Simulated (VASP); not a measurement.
# Ti2C5 in VASP: notebook

The runs below take Ti2C5 through single point, with PBE.

Everything below comes from runs of VASP 6.6.1. Logs are shortened: lines on timing, memory, paths and dates and some standing lists are left out, and cuts for length are marked.

## 1. The cell of the first run

The structure is monoclinic, space group C2/m (No. 12). Conventional cell: a = 6.789 Å, b = 5.658 Å, c = 3.262 Å, α = 90.00°, β = 99.26°, γ = 90.00°. Within 2.9 Å of Ti (site symmetry m) lie 9 C at 2.15 to 2.43 Å and 1 Ti at 2.87 Å. C (site symmetry 2/m) has 8 C at 1.93 to 2.67 Å and 2 Ti at 2.15 Å within 2.7 Å. C (site symmetry 1) has 1 C at 1.36 Å within 1.8 Å.

The cell was generated, and may not be a known phase.

## 2. Single point, PBE

Input file INCAR:

```
SYSTEM = Ti2C5
PREC = Accurate ; ENCUT = 600
EDIFF = 1E-6 ; ISMEAR = 0
SIGMA = 0.2 ; LREAL = .False.
LASPH = .True. ; NELM = 120
ALGO = Normal ; ISIF = 2
LWAVE = .False. ; LCHARG = .True.
GGA = PE ; LELF = .True.
LVHAR = .True. ; NBANDS = 31
GGA_COMPAT = .False.
```

Input file KPOINTS:

```
regular mesh
0
Gamma
  3 3 4
  0 0 0
```

Input file POSCAR:

```
Ti2C5
1.0
    3.3516829444     -2.8289017280      0.5386823340
    3.3516829444      2.8289017280      0.5386823340
   -1.0291435776      0.0000000000      3.0950330991
Ti C
2 5
Direct
    0.2920557696      0.2920557696      0.8265643554
    0.7079442304      0.7079442304      0.1734356446
    0.0000000000      0.0000000000      0.0000000000
    0.7963186778      0.3344016599      0.6823718860
    0.6655983401      0.2036813222      0.3176281140
    0.2036813222      0.6655983401      0.3176281140
    0.3344016599      0.7963186778      0.6823718860
```

Potentials or basis: VASP PAW PBE potentials, release 64 (Ti_sv, C).

The run is started by

```
$ cat potpaw_PBE.64/Ti_sv/POTCAR potpaw_PBE.64/C/POTCAR > POTCAR
$ mpirun -np 1 vasp_std > vasp.out
```

OUTCAR:

```text
SYSTEM = Ti2C5
   PREC = Accurate
   ENCUT = 600
   EDIFF = 1E-6
   ISMEAR = 0
   LREAL = .False.
   LASPH = .True.
   NELM = 120
   ISIF = 2
   GGA = PE

 ion  position               nearest neighbor table
   1  0.292  0.292  0.827-   3 2.15   4 2.16   7 2.16   6 2.17   5 2.17   7 2.38   4 2.38   5 2.43
                             6 2.43   2 2.87
   2  0.708  0.708  0.173-   3 2.15   5 2.16   6 2.16   4 2.17   7 2.17   5 2.38   6 2.38   7 2.43
                             4 2.43   1 2.87
   3  0.000  0.000  0.000-   4 1.93   5 1.93   6 1.93   7 1.93   1 2.15   2 2.15
   4  0.796  0.334  0.682-   5 1.36   3 1.93   1 2.16   2 2.17   1 2.38   2 2.43
   5  0.666  0.204  0.318-   4 1.36   3 1.93   2 2.16   1 2.17   2 2.38   1 2.43
   6  0.204  0.666  0.318-   7 1.36   3 1.93   2 2.16   1 2.17   2 2.38   1 2.43
   7  0.334  0.796  0.682-   6 1.36   3 1.93   1 2.16   2 2.17   1 2.38   2 2.43

  LATTYP: Found a base centered monoclinic cell.
 ALAT       =     6.7893909054
 B/A-ratio  =     0.8333300490
 C/A-ratio  =     0.4804040471
 COS(beta)  =    -0.1609531437

  Lattice vectors:

 A1 = (   3.3516829444,  -2.8289017280,   0.5386823340)
 A2 = (   3.3516829444,   2.8289017280,   0.5386823340)
 A3 = (  -1.0291435776,   0.0000000000,   3.0950330991)

Analysis of symmetry for initial positions (statically):
=====================================================================
 Subroutine PRICEL returns:
 Original cell was already a primitive cell.

 Routine SETGRP: Setting up the symmetry group for a
 base centered monoclinic supercell.

 Subroutine GETGRP returns: Found  4 space group operations
 (whereof  4 operations were pure point group operations)
 out of a pool of  4 trial point group operations.

The static configuration has the point symmetry C_2h.

Analysis of symmetry for dynamics (positions and initial velocities):
=====================================================================
 Subroutine PRICEL returns:
 Original cell was already a primitive cell.

 Routine SETGRP: Setting up the symmetry group for a
 base centered monoclinic supercell.

 Subroutine GETGRP returns: Found  4 space group operations
 (whereof  4 operations were pure point group operations)
 out of a pool of  4 trial point group operations.

The dynamic configuration has the point symmetry C_2h.

 Subroutine INISYM returns: Found  4 space group operations
 (whereof  4 operations are pure point group operations),
 and found     1 'primitive' translations

----------------------------------------------------------------------------------------

                                     Primitive cell

  volume of cell :      61.8282

  direct lattice vectors                    reciprocal lattice vectors
     3.351682944 -2.828901728  0.538682334     0.141610859 -0.176747038  0.047087673
     3.351682944  2.828901728  0.538682334     0.141610859  0.176747038  0.047087673
    -1.029143578  0.000000000  3.095033099    -0.049293992  0.000000000  0.306707352

  length of vectors
     4.418896039  4.418896039  3.261650868     0.231323150  0.231323150  0.310643360

  position of ions in fractional coordinates (direct lattice)
     0.292055770  0.292055770  0.826564355
     0.707944230  0.707944230  0.173435645
     0.000000000  0.000000000  0.000000000
     0.796318678  0.334401660  0.682371886
     0.665598340  0.203681322  0.317628114
     0.203681322  0.665598340  0.317628114
     0.334401660  0.796318678  0.682371886

  ion indices of the primitive-cell ions
   primitive index   ion index
                 1           1
                 2           2
                 3           3
                 4           4
                 5           5
                 6           6
                 7           7

----------------------------------------------------------------------------------------

 KPOINTS: regular mesh

Automatic generation of k-mesh.
 Grid dimensions read from file:
 generate k-points for:    3    3    4

 Generating k-lattice:

  Cartesian coordinates                     Fractional coordinates (reciprocal lattice)
     0.047203620 -0.058915679  0.015695891     0.333333333  0.000000000 -0.000000000
     0.047203620  0.058915679  0.015695891     0.000000000  0.333333333 -0.000000000
    -0.012323498  0.000000000  0.076676838     0.000000000  0.000000000  0.250000000

  Length of vectors
     0.077107717  0.077107717  0.077660840

  Shift w.r.t. Gamma in fractional coordinates (k-lattice)
     0.000000000  0.000000000  0.000000000

 Subroutine IBZKPT returns following result:
 ===========================================

 Found     14 irreducible k-points:

 Following reciprocal coordinates:
            Coordinates               Weight
  0.000000  0.000000  0.000000      1.000000
  0.333333 -0.000000  0.000000      4.000000
  0.333333  0.333333  0.000000      2.000000
 -0.333333  0.333333  0.000000      2.000000
  0.000000  0.000000  0.250000      2.000000
  0.333333 -0.000000  0.250000      4.000000
 -0.333333  0.000000  0.250000      4.000000
  0.333333  0.333333  0.250000      2.000000
 -0.333333  0.333333  0.250000      4.000000
 -0.333333 -0.333333  0.250000      2.000000
  0.000000  0.000000  0.500000      1.000000
  0.333333 -0.000000  0.500000      4.000000
  0.333333  0.333333  0.500000      2.000000
 -0.333333  0.333333  0.500000      2.000000
   k-points           NKPTS =     14   k-points in BZ     NKDIM =     14   number of bands    NBANDS=     31
   number of dos      NEDOS =    301   number of ions     NIONS =      7
   total plane-waves  NPLWV =  36288
   dimension x,y,z NGX =    36 NGY =   36 NGZ =   28
   dimension x,y,z NGXF=    72 NGYF=   72 NGZF=   56
   ions per type =               2   5
   NGX,Y,Z   is equivalent  to a cutoff of  13.54, 13.54, 14.27 a.u.
   NGXF,Y,Z  is equivalent  to a cutoff of  27.09, 27.09, 28.54 a.u.
 SYSTEM =  Ti2C5
   PREC   = accura    normal or accurate (medium, high low for compatibility)
   ISTART =      0    job   : 0-new  1-cont  2-samecut
   ICHARG =      2    charge: 1-file 2-atom 10-const
   ISPIN  =      1    spin polarized calculation?
   LNONCOLLINEAR =      F non collinear calculations
   LSORBIT =      F    spin-orbit coupling
   LASPH  =      T    aspherical Exc in radial PAW
   ENCUT  =  600.0 eV  44.10 Ry    6.64 a.u.   8.83  8.83  6.51*2*pi/ulx,y,z
   NELM   =    120;   NELMIN=  2; NELMDL= -5     # of ELM steps
   EDIFF  = 0.1E-05   stopping-criterion for ELM
   LREAL  =      F    real-space projection
[... 7 lines left out ...]
   TEBEG  =    0.0;   TEEND  =   0.0 temperature during run
   PSTRESS=    0.0 pullay stress
   NELECT =      44.0000    total number of electrons
   NUPDOWN=      -1.0000    fix difference up-down
   EMIN   =  10.00;   EMAX   =-10.00  energy-range for DOS
   EFERMI =   0.00;   METHOD = LEGACY
   ISMEAR =     0;   SIGMA  =   0.20  broadening in eV -4-tet -1-fermi 0-gaus
   EFERMI_NEDOS =   21; number of points for ismear=-14 and -15
   IALGO  =     38    algorithm
   IMIX   =      4    mixing-type and parameters
     AMIX     =   0.40;   BMIX     =  1.00
     AMIX_MAG =   1.60;   BMIX_MAG =  1.00
  volume/ion in A,a.u.               =       8.83        59.61
  Fermi-wavevector in a.u.,A,eV,Ry     =   1.461606  2.762034 29.066002  2.136291
  Thomas-Fermi vector in A             =   2.577917
   LORBIT       =      0    0 simple, 1 ext, 2 COOP (PROOUT), +10 PAW based schemes
   GGA     = PE    functional components
   LHFCALC =     F    Hartree Fock is set to
   AEXX    =    0.0000 exact exchange contribution
   IVDW    =     0    specifies the selected vdW correction
   LEPSILON=     F    determine dielectric tensor
   LRPA    =     F    only Hartree local field effects (RPA)
 non-spin polarized calculation
 Gauss-broadening in eV      SIGMA  =   0.20
  energy-cutoff  :      600.00
  volume of cell :       61.83
 maximum number of plane-waves:      2077
   NGX = 17   NGY = 17   NGZ = 13

 number of electron      44.0000008 magnetization

 Free energy of the ion-electron system (eV)
  ---------------------------------------------------
  ext. energy  EPLUGINS =         0.00000000
  ---------------------------------------------------
  free energy    TOTEN  =       -57.73455071 eV

  energy without entropy =      -57.68644779  energy(sigma->0) =      -57.71049925

 E-fermi :   9.2696     XC(G=0): -12.5280

 val. band max:        9.2333577460   @ k =   0.0000   0.0000   0.2500
 cond. band min:       9.3071747132   @ k =  -0.3333   0.3333   0.0000
 fundamental gap:      0.0738169672
 Fermi energy:         9.2696473004

 k-point     1 :       0.0000    0.0000    0.0000
  band No.  band energies     occupation
      1     -47.8573      2.00000
      2     -47.8075      2.00000
      3     -24.2805      2.00000
      4     -24.2477      2.00000
      5     -24.1031      2.00000
      6     -24.0614      2.00000
[... 23 lines left out ...]
     30      12.2161      0.00000
     31      13.2619      0.00000

 k-point     2 :       0.3333   -0.0000    0.0000
  band No.  band energies     occupation
      1     -47.8492      2.00000
      2     -47.8154      2.00000
      3     -24.2604      2.00000
      4     -24.2470      2.00000
      5     -24.1518      2.00000
      6     -24.0636      2.00000
[... 23 lines left out ...]
     30      12.6763      0.00000
     31      12.9527      0.00000

 k-point     3 :       0.3333    0.3333    0.0000
  band No.  band energies     occupation
      1     -47.8445      2.00000
      2     -47.8198      2.00000
      3     -24.3173      2.00000
      4     -24.2778      2.00000
      5     -24.0788      2.00000
      6     -24.0770      2.00000
[... 23 lines left out ...]
     30      12.4638      0.00000
     31      13.4051      0.00000

 k-point     4 :      -0.3333    0.3333    0.0000
  band No.  band energies     occupation
      1     -47.8399      2.00000
      2     -47.8245      2.00000
      3     -24.3009      2.00000
      4     -24.2588      2.00000
      5     -24.1368      2.00000
      6     -24.0586      2.00000
[... 23 lines left out ...]
     30      12.6088      0.00000
     31      13.0960      0.00000

 k-point     5 :       0.0000    0.0000    0.2500
  band No.  band energies     occupation
      1     -47.8495      2.00000
      2     -47.8045      2.00000
      3     -24.2548      2.00000
      4     -24.2345      2.00000
      5     -24.1202      2.00000
      6     -24.1114      2.00000
[... 23 lines left out ...]
     30      12.9796      0.00000
     31      13.0421      0.00000
[... 202 lines left out ...]
     30      12.8236      0.00000
     31      13.2475      0.00000

 k-point    12 :       0.3333   -0.0000    0.5000
  band No.  band energies     occupation
      1     -47.8361      2.00000
      2     -47.8069      2.00000
      3     -24.2569      2.00000
      4     -24.2375      2.00000
      5     -24.2028      2.00000
      6     -24.1424      2.00000
[... 23 lines left out ...]
     30      13.1007      0.00000
     31      13.2204      0.00000

 k-point    13 :       0.3333    0.3333    0.5000
  band No.  band energies     occupation
      1     -47.8323      2.00000
      2     -47.8106      2.00000
      3     -24.2570      2.00000
      4     -24.2522      2.00000
      5     -24.1983      2.00000
      6     -24.1430      2.00000
[... 23 lines left out ...]
     30      13.3198      0.00000
     31      13.9518      0.00000

 k-point    14 :      -0.3333    0.3333    0.5000
  band No.  band energies     occupation
      1     -47.8300      2.00000
      2     -47.8128      2.00000
      3     -24.2561      2.00000
      4     -24.2486      2.00000
      5     -24.2270      2.00000
      6     -24.1179      2.00000
[... 23 lines left out ...]
     30      13.6353      0.00000
     31      13.7187      0.00000

------------------------ aborting loop because EDIFF is reached ----------------------------------------

  FORCE on cell =-STRESS in cart. coord.  units (eV):
  Direction    XX          YY          ZZ          XY          YZ          ZX
  --------------------------------------------------------------------------------------
  -------------------------------------------------------------------------------------
  Total       -0.0398865     -0.1504932     -0.0010469      0.0000000      0.0000000      0.0906510
  in kB       -1.0335938     -3.8997858     -0.0271274      0.0000000      0.0000000      2.3490738
  external PRESSURE =      -1.6535023 kB  Pullay stress =       0.0000000 kB

 VOLUME and BASIS-vectors are now :
 -----------------------------------------------------------------------------
  energy-cutoff  :      600.00
  volume of cell :       61.83
      direct lattice vectors                 reciprocal lattice vectors
     3.351682944 -2.828901728  0.538682334     0.141610859 -0.176747038  0.047087673
     3.351682944  2.828901728  0.538682334     0.141610859  0.176747038  0.047087673
    -1.029143578  0.000000000  3.095033099    -0.049293992  0.000000000  0.306707352

 POSITION                                       TOTAL-FORCE (eV/Angst)
 -----------------------------------------------------------------------------------
      1.10710      0.00000      2.87289         0.035822     -0.000000     -0.016367
      4.56712      0.00000      1.29950        -0.035822     -0.000000      0.016367
      0.00000      0.00000      0.00000        -0.000000     -0.000000      0.000000
      3.08756     -1.30672      2.72106         0.017624     -0.004521      0.060067
      2.58666     -1.30672      1.45134        -0.017624     -0.004521     -0.060067
      2.58666      1.30672      1.45134        -0.017624      0.004521     -0.060067
      3.08756      1.30672      2.72106         0.017624      0.004521      0.060067
 -----------------------------------------------------------------------------------
    total drift:                               -0.000000     -0.000000      0.000000

  FREE ENERGIE OF THE ION-ELECTRON SYSTEM (eV)
  ---------------------------------------------------
  free  energy   TOTEN  =       -57.7345507130 eV

  energy  without entropy=      -57.6864477884  energy(sigma->0) =      -57.71049925
```

Run time: 31 s. Hardware: 1 thread of AMD EPYC 7R13 (Zen 3), shared host; peak memory 0.16 GiB.

What came out:

```
Free energy            : -57.7346 eV
Pressure               : -0.2 GPa
Largest force          : 0.063 eV/Å
Band gap on the k mesh : zero (bands 22 and 23 overlap by 0.75 eV)
```

Forces in eV/Å, atoms in the order of the input:
```
Ti   0.036  0.000 -0.016
Ti  -0.036  0.000  0.016
C    0.000  0.000  0.000
C    0.018 -0.005  0.060
C   -0.018 -0.005 -0.060
C   -0.018  0.005 -0.060
C    0.018  0.005  0.060
```

Caveat: the k points lie up to 0.49 Å⁻¹ apart, too coarse for converged energies and pressures of a metal.

## 3. Single point, PBE

This run uses another cell than the first one, of 10.08 Å³/atom.

Input file INCAR:

```
SYSTEM = Ti2C5
PREC = Accurate ; ENCUT = 600
EDIFF = 1E-6 ; ISMEAR = 0
SIGMA = 0.1 ; LREAL = .FALSE.
LASPH = .TRUE. ; NELM = 120
ALGO = Normal ; ISIF = 2
LWAVE = .FALSE. ; LCHARG = .FALSE.
GGA = PE ; NBANDS = 31
GGA_COMPAT = .FALSE.
```

Input file KPOINTS:

```
Automatic mesh
0
G
  12 8 6
  0 0 0
```

Input file POSCAR:

```
Ti2C5
1.0
    2.6357859393      0.0019395137     -0.0109635786
   -0.0032563489      4.3384946944     -0.0400468343
   -1.2922686244     -1.0495642252      6.1829201784
Ti C
2 5
Direct
    0.5814464066      0.7987007875      0.6627686403
    0.4185535934      0.2012992125      0.3372313597
    0.2435877377      0.9123784021      0.9871812931
    0.2505086985      0.5786433588      0.0010323900
    0.7564122623      0.0876215979      0.0128187069
    0.7494913015      0.4213566412      0.9989676100
    0.0000000000      0.0000000000      0.5000000000
```

Potentials or basis: VASP PAW PBE potentials, release 64 (Ti_sv, C).

The run is started by

```
$ cat potpaw_PBE.64/Ti_sv/POTCAR potpaw_PBE.64/C/POTCAR > POTCAR
$ mpirun -np 1 vasp_std > vasp.out
```

It took 6.2 min on 1 thread of Intel Xeon 6975P-C (Granite Rapids), shared host; peak memory 0.68 GiB.

The run converged. Its results:

```
Free energy            : -60.3376 eV
Pressure               : 0.0 GPa
Largest force          : 0.026 eV/Å
Band gap on the k mesh : zero (bands 22 and 23 overlap by 1.13 eV)
```

Forces on the atoms (eV/Å):
```
Ti   0.000 -0.026  0.003
Ti   0.000  0.026 -0.003
C    0.000  0.008  0.001
C    0.000 -0.008 -0.002
C    0.000 -0.008 -0.001
C    0.000  0.008  0.002
C    0.000  0.000  0.000
```

Stress tensor (GPa, compression positive):
```
-0.03  0.00  0.00
 0.00  0.01 -0.10
 0.00 -0.10 -0.07
```

Levels at points of the mesh, in eV from the Fermi level:
```
           k point  band 19  band 20  band 21  band 22  band 23  band 24  band 25  band 26
(0.00, 0.00, 0.00)    -2.84    -2.07    -1.62    -1.08    -0.21     1.90     1.92     2.36
(0.50, 0.00, 0.00)    -3.12    -1.60    -1.57    -0.07     0.03     0.72     1.06     2.41
(0.00, 0.50, 0.00)    -3.28    -1.46    -1.10    -0.28     0.78     1.50     1.83     2.45
(0.50, 0.50, 0.00)    -3.40    -2.83    -1.60    -0.26     0.66     1.21     1.72     1.85
(0.00, 0.00, 0.50)    -3.70    -1.44    -1.03    -1.01    -0.63     1.89     1.98     2.17
(0.50, 0.00, 0.50)    -3.12    -1.60    -1.57    -0.07     0.03     0.72     1.06     2.41
(0.00, 0.50, 0.50)    -3.00    -1.40    -1.07    -0.59     0.48     1.55     1.81     2.21
(0.50, 0.50, 0.50)    -3.40    -2.83    -1.60    -0.26     0.66     1.21     1.72     1.85
```

The gap in the log of VASP goes by the Fermi energy; the results here count the filled bands.